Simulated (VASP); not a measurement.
Wanted: the native input for a VASP 6.6.1 run.

| Item | Value |
| --- | --- |
| Task | single point |
| Functional | PBE |
| Potentials or basis | VASP PAW PBE potentials, release 64 (Hg, Te) |
| Cutoff | 520 eV |
| k mesh | 14 × 14 × 14 |
| Occupations | gaussian, width 0.15 eV |
| Spin | no spin polarisation |
| Dipole correction | no |
| Further INCAR settings | ALGO = Normal; EDIFF = 1e-06; NBANDS = 16 |

The structure of HgTe lies in POSCAR:

```
HgTe
1.0
    0.0000000000      3.1751475000      3.1267950000
    3.1751475000      0.0000000000      3.1267950000
    3.1751475000      3.1751475000      0.0000000000
Hg Te
1 1
Direct
    0.0000000000      0.0000000000      0.0000000000
    0.7500000000      0.7500000000      0.7500000000
```

This cell differs from its parent crystal: strain -0.015 along x and y, -0.030 along z.

These files were run (other wordings do the same):

INCAR

```
PREC = Accurate ; ENCUT = 520
EDIFF = 1E-6 ; ISMEAR = 0
SIGMA = 0.15 ; LREAL = F
LASPH = T ; NELM = 60
ALGO = Normal ; ISIF = 2
LWAVE = F ; LCHARG = F
GGA = PE ; NBANDS = 16
```

KPOINTS

```
regular mesh
0
Gamma
  14 14 14
```

Potentials or basis: VASP PAW PBE potentials, release 64 (Hg, Te).

Run with:

```bash
$ cat potpaw_PBE.64/Hg/POTCAR potpaw_PBE.64/Te/POTCAR > POTCAR
$ mpirun -np 1 vasp_std > vasp.out
```

It gave:

The pressure is 7.9 GPa and the band gap on the k mesh is 0.06 eV.

Caveat: the cell differs from its parent crystal (strain -0.015 along x and y, -0.030 along z); the cell stands under pressure; the smearing spreads over this small gap; spin-orbit coupling is left out, which moves the levels of the heavy elements.

Run time: 2.3 min on 1 thread of Intel(R) Xeon(R) Platinum 8488C (Sapphire Rapids), with other jobs on the host, peak memory 0.4 GiB.
